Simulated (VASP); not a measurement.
PrAs3Au2: single point with PBE

PrAs3Au2:

```xyz
6
Lattice="5.8741 0.0000 0.0000 -2.9371 5.0871 0.0000 0.0000 0.0000 4.4516" Properties=species:S:1:pos:R:3 pbc="T T T"
Pr    0.0000    0.0000    2.2258
As   -1.4685    2.5436    0.0000
As    2.9371    0.0000    0.0000
As    1.4685    2.5436    0.0000
Au    0.0000    3.3914    2.2258
Au    2.9371    1.6957    2.2258
```

```
Program                 : VASP 6.6.1
Task                    : single point
Functional              : PBE
Potentials or basis     : VASP PAW PBE potentials, release 64 (Pr, As, Au)
Cutoff                  : 520 eV
k mesh                  : 6 × 6 × 10
Occupations             : gaussian, width 0.1 eV
Spin                    : no spin polarisation
Dipole correction       : no
k mesh for the DOS      : 9 × 9 × 15
Occupations for the DOS : tetrahedron
Further INCAR settings  : ALGO = Normal; EDIFF = 1e-06; NBANDS = 34
```

```yaml
Valence_electrons_inside_the_program's_atomic_spheres: Pr 9.77; As 2.66; Au 9.70
```

Levels at points of the mesh, in eV from the Fermi level:
| k point | band 21 | band 22 | band 23 | band 24 | band 25 | band 26 | band 27 | band 28 | band 29 | band 30 |
| --- | --- | --- | --- | --- | --- | --- | --- | --- | --- | --- |
| (0.00, 0.00, 0.00) | -3.21 | -2.04 | 0.05 | 0.05 | 0.09 | 0.12 | 0.13 | 0.13 | 0.16 | 0.16 |

It took 8.9 min on 1 thread of AMD EPYC 9R45 96-Core Processor (Zen 5) (shared host), peak memory 0.57 GiB.

Caveat: spin-orbit coupling is left out, which moves the levels of the heavy elements; semilocal functionals describe open f shells poorly, which spoils levels, moments and volumes. Spin polarisation is off, so any magnetic state and its effect on volume and gap are missing.
